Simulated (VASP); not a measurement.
# Ge (P-3m1) in VASP: a series of runs, part 2 of 2

VASP 6.6.1.

## 3. Single point, r2SCAN

This run uses another cell than the first one, of 29.82 Å³/atom, 1.273 times its volume.

File POSCAR:

```
Ge
1.0
    2.8375026868     -2.8375026868      0.0000000000
    2.8375026868      0.0000000000     -2.8375026868
    7.4070561813      7.4070561813      7.4070561813
Ge
6
Direct
    0.6666666667      0.6666666667      0.4149789069
    1.0000000000      0.0000000000      0.1595915557
    0.3333333333      0.3333333333      0.6703662580
    0.6666666667      0.6666666667      0.6065194202
    1.0000000000      1.0000000000      0.3511320691
    0.3333333333      0.3333333333      0.0957447179
```

File INCAR.step1:

```
SYSTEM = Ge
PREC = Accurate
ENCUT = 520
ISMEAR = 0
SIGMA = 0.03
LREAL = .False.
LASPH = .True.
NELM = 80
NBANDS = 51
GGA = PE
ALGO = Normal
EDIFF = 1E-4
LWAVE = .True.
LCHARG = .False.
```

File INCAR.step2:

```
SYSTEM = Ge
PREC = Accurate
ENCUT = 520
EDIFF = 1E-6
ISMEAR = 0
SIGMA = 0.03
LREAL = .False.
LASPH = .True.
NELM = 80
ALGO = Normal
ISIF = 2
LWAVE = .False.
LCHARG = .True.
METAGGA = R2SCAN
LMIXTAU = .True.
LELF = .True.
LVHAR = .True.
NBANDS = 51
ISTART = 1
```

File KPOINTS:

```
Automatic mesh
0
Gamma
  10 10 4
  0 0 0
```

Potentials or basis: VASP PAW PBE potentials, release 64 (Ge_d).

On the command line:

```sh
cat potpaw_PBE.64/Ge_d/POTCAR > POTCAR
cp INCAR.step1 INCAR
mpirun -np 1 vasp_std > vasp.out
cp INCAR.step2 INCAR
mpirun -np 1 vasp_std > vasp.out
```

OUTCAR:

```text
SYSTEM = Ge
   PREC = Accurate
   ENCUT = 520
   EDIFF = 1E-6
   ISMEAR = 0
   LREAL = .False.
   LASPH = .True.
   NELM = 80
   ISIF = 2
   METAGGA = R2SCAN
   ISTART = 1

 ion  position               nearest neighbor table
   1  0.667  0.667  0.415-   4 2.46   5 2.46   5 2.46   5 2.46
   2  0.000  0.000  0.160-   6 2.46   6 2.46   6 2.46   5 2.46
   3  0.333  0.333  0.670-   4 2.46   4 2.46   4 2.46
   4  0.667  0.667  0.607-   1 2.46   3 2.46   3 2.46   3 2.46
   5  0.000  0.000  0.351-   1 2.46   1 2.46   1 2.46   2 2.46
[... 1507 lines left out ...]
  -------------------------------------------------------------------------------------
  Total        0.0998378      0.0998378      0.0998378      0.6167405      0.6167405      0.6167405
  in kB        0.8940592      0.8940592      0.8940592      5.5229812      5.5229812      5.5229812
  external PRESSURE =       0.8940592 kB  Pullay stress =       0.0000000 kB

 VOLUME and BASIS-vectors are now :
 -----------------------------------------------------------------------------
  energy-cutoff  :      520.00
  volume of cell :      178.91
      direct lattice vectors                 reciprocal lattice vectors
     2.837502687 -2.837502687  0.000000000     0.117474191 -0.234948383  0.117474191
     2.837502687  0.000000000 -2.837502687     0.117474191  0.117474191 -0.234948383
     7.407056181  7.407056181  7.407056181     0.045002134  0.045002134  0.045002134

 POSITION                                       TOTAL-FORCE (eV/Angst)
 -----------------------------------------------------------------------------------
      6.85711      1.18210      1.18210        -0.232350     -0.232350     -0.232350
      1.18210      1.18210      1.18210        -0.350111     -0.350111     -0.350111
      6.85711      4.01961      4.01961        -0.078563     -0.078563     -0.078563
      8.27586      2.60085      2.60085         0.350111      0.350111      0.350111
      2.60085      2.60085      2.60085         0.232350      0.232350      0.232350
      2.60085     -0.23665     -0.23665         0.078563      0.078563      0.078563
 -----------------------------------------------------------------------------------
    total drift:                               -0.000083     -0.000083     -0.000083

  FREE ENERGIE OF THE ION-ELECTRON SYSTEM (eV)
  ---------------------------------------------------
  free  energy   TOTEN  =       -81.1132367801 eV

  energy  without entropy=      -81.1118196452  energy(sigma->0) =      -81.11252821
```

OUTCAR.step1:

```text
SYSTEM = Ge
   PREC = Accurate
   ENCUT = 520
   ISMEAR = 0
   LREAL = .False.
   LASPH = .True.
   NELM = 80
[... 1535 lines left out ...]
      8.27586      2.60085      2.60085         0.304768      0.304768      0.304768
      2.60085      2.60085      2.60085         0.191672      0.191672      0.191672
      2.60085     -0.23665     -0.23665        -0.076712     -0.076712     -0.076712
 -----------------------------------------------------------------------------------
    total drift:                               -0.000001     -0.000002     -0.000002

  FREE ENERGIE OF THE ION-ELECTRON SYSTEM (eV)
  ---------------------------------------------------
  free  energy   TOTEN  =       -25.2805513308 eV

  energy  without entropy=      -25.2785223088  energy(sigma->0) =      -25.27953682
```

OSZICAR.step1:

```text
N       E                     dE             d eps       ncg     rms          rms(c)
DAV:   1     0.937190822688E+03    0.93719E+03   -0.41854E+04  5906   0.417E+03
DAV:   2     0.149824615060E+03   -0.78737E+03   -0.76610E+03  5100   0.986E+02
DAV:   3    -0.126664707365E+02   -0.16249E+03   -0.15957E+03  5598   0.243E+02
DAV:   4    -0.251901622302E+02   -0.12524E+02   -0.12415E+02  5944   0.773E+01
DAV:   5    -0.255840947759E+02   -0.39393E+00   -0.39332E+00  5916   0.155E+01    0.518E+00
DAV:   6    -0.253659858191E+02    0.21811E+00   -0.26055E-01  6243   0.814E+00    0.298E+00
DAV:   7    -0.252680344580E+02    0.97951E-01   -0.26966E-01  6044   0.758E+00    0.443E-01
DAV:   8    -0.252767640777E+02   -0.87296E-02   -0.77539E-02  5985   0.267E+00    0.242E-01
DAV:   9    -0.252784062890E+02   -0.16422E-02   -0.88314E-03  5775   0.173E+00    0.134E-01
DAV:  10    -0.252798126843E+02   -0.14064E-02   -0.48268E-03  5467   0.216E+00    0.517E-02
DAV:  11    -0.252802254332E+02   -0.41275E-03   -0.11321E-03  5735   0.105E+00    0.231E-02
DAV:  12    -0.252805146201E+02   -0.28919E-03   -0.10998E-03  5774   0.279E-01    0.118E-02
DAV:  13    -0.252805513308E+02   -0.36711E-04   -0.51440E-05  3754   0.135E-01
   1 F= -.25280551E+02 E0= -.25279537E+02  d E =-.202902E-02
```

It took 33 min on 1 thread of AMD EPYC 7R43 (Zen 3), shared host; peak memory 0.46 GiB.

Results:

```yaml
Free_energy: -81.1132 eV
Pressure: 0.1 GPa
Largest_force: 0.606 eV/Å
Band_gap_on_the_k_mesh: zero (band 42 reaches 2.33 eV, above the bottom of band 43 at 2.05 eV)
```

Forces on the atoms (eV/Å):
```
Ge  -0.232 -0.232 -0.232
Ge  -0.350 -0.350 -0.350
Ge  -0.079 -0.079 -0.079
Ge   0.350  0.350  0.350
Ge   0.232  0.232  0.232
Ge   0.079  0.079  0.079
```

Levels at points of the mesh, in eV from the Fermi level:
| k point | band 40 | band 41 | band 42 | band 43 | band 44 | band 45 |
| --- | --- | --- | --- | --- | --- | --- |
| (0.00, 0.00, 0.00) | -0.33 | 0.17 | 0.17 | 0.92 | 0.93 | 1.54 |
| (0.50, 0.00, 0.00) | -1.92 | -1.35 | -0.83 | 0.21 | 1.57 | 2.18 |
| (0.00, 0.00, 0.50) | -0.33 | 0.17 | 0.17 | 0.92 | 1.33 | 1.55 |
| (0.50, 0.00, 0.50) | -1.92 | -1.34 | -0.71 | 0.08 | 1.57 | 2.16 |

Caveat: the PAW data sets were made with another functional, which shifts forces and pressure a little.

## 4. Single point, r2SCAN

This run uses another cell than the first one, of 24.01 Å³/atom, 1.025 times its volume.

File POSCAR:

```
Ge
1.0
    2.8375026868     -2.8375026868      0.0000000000
    2.8375026868      0.0000000000     -2.8375026868
    5.9636805083      5.9636805083      5.9636805083
Ge
6
Direct
    0.6666666667      0.6666666667      0.5154152831
    1.0000000000      0.0000000000      0.1982171274
    0.3333333333      0.3333333333      0.8326134387
    0.6666666667      0.6666666667      0.7533138998
    1.0000000000      1.0000000000      0.4361157442
    0.3333333333      0.3333333333      0.1189175885
```

File INCAR.step1:

```
SYSTEM = Ge
ALGO = Normal
EDIFF = 1E-4
ENCUT = 520
GGA = PE
ISMEAR = 0
LASPH = .True.
LCHARG = .False.
LREAL = .False.
LWAVE = .True.
NBANDS = 51
NELM = 60
PREC = Accurate
SIGMA = 0.03
```

File INCAR.step2:

```
SYSTEM = Ge
ALGO = Normal
EDIFF = 1E-7
ENCUT = 520
ISIF = 2
ISMEAR = 0
ISTART = 1
LASPH = .True.
LCHARG = .False.
LMIXTAU = .True.
LREAL = .False.
LWAVE = .False.
METAGGA = R2SCAN
NBANDS = 51
NELM = 60
PREC = Accurate
SIGMA = 0.03
```

File KPOINTS:

```
k-points
0
Gamma
  10 10 4
  0 0 0
```

On the command line:

```sh
cat potpaw_PBE.64/Ge_d/POTCAR > POTCAR
cp INCAR.step1 INCAR
mpirun -np 1 vasp_std > vasp.out
cp INCAR.step2 INCAR
mpirun -np 1 vasp_std > vasp.out
```

Wall time 16 min (1 thread of AMD EPYC 9R14 (Zen 4), shared host); peak memory 0.4 GiB.

It converged, with:

```yaml
Free_energy: -82.7311 eV
Pressure: -1.5 GPa
Largest_force: 1.251 eV/Å
Band_gap_on_the_k_mesh: 0.06 eV, indirect (least direct gap 0.17 eV)
```

Forces on the atoms (eV/Å):
```
Ge  -0.033 -0.033 -0.033
Ge  -0.164 -0.164 -0.164
Ge   0.722  0.722  0.722
Ge   0.164  0.164  0.164
Ge   0.033  0.033  0.033
Ge  -0.722 -0.722 -0.722
```

Stress tensor (GPa, compression positive):
```
-1.46 -1.62 -1.62
-1.62 -1.46 -1.62
-1.62 -1.62 -1.46
```

Levels at points of the mesh, in eV from the valence-band top:
```tsv
k point	band 40	band 41	band 42	band 43	band 44	band 45
(0.00, 0.00, 0.00)	-0.21	-0.07	-0.07	0.10	0.64	0.92
(0.50, 0.00, 0.00)	-2.50	-2.15	-1.84	0.83	1.14	1.77
(0.00, 0.00, 0.50)	-0.59	-0.31	-0.31	0.54	1.17	1.19
(0.50, 0.00, 0.50)	-2.49	-1.57	-1.21	0.06	1.26	1.54
```

Caveat: the PAW data sets were made with another functional, which shifts forces and pressure a little.

## 5. The runs side by side

| cell | gap on the mesh (eV) | pressure (GPa) | largest force (eV/Å) |
| --- | --- | --- | --- |
| a = 4.013, b = 4.013, c = 10.079 Å, angles 90.0, 90.0, 60.0°, 6 atoms | 0.00 | -1.1 | 1.00 |
| a = 4.013, b = 4.013, c = 12.829 Å, angles 90.0, 90.0, 60.0°, 6 atoms | none | 0.1 | 0.61 |
| a = 4.013, b = 4.013, c = 10.329 Å, angles 90.0, 90.0, 60.0°, 6 atoms | 0.06 | -1.5 | 1.25 |

Alike in all rows: task single point; level r2SCAN; potentials or basis VASP PAW PBE potentials, release 64 (Ge_d); no spin polarisation; k mesh 10 × 10 × 4; cutoff (eV) 520; smearing gaussian 0.03 eV.

Caveats: the PAW data sets were made with another functional, which shifts forces and pressure a little.

Absolute energies hang on the potentials; compare differences alone.
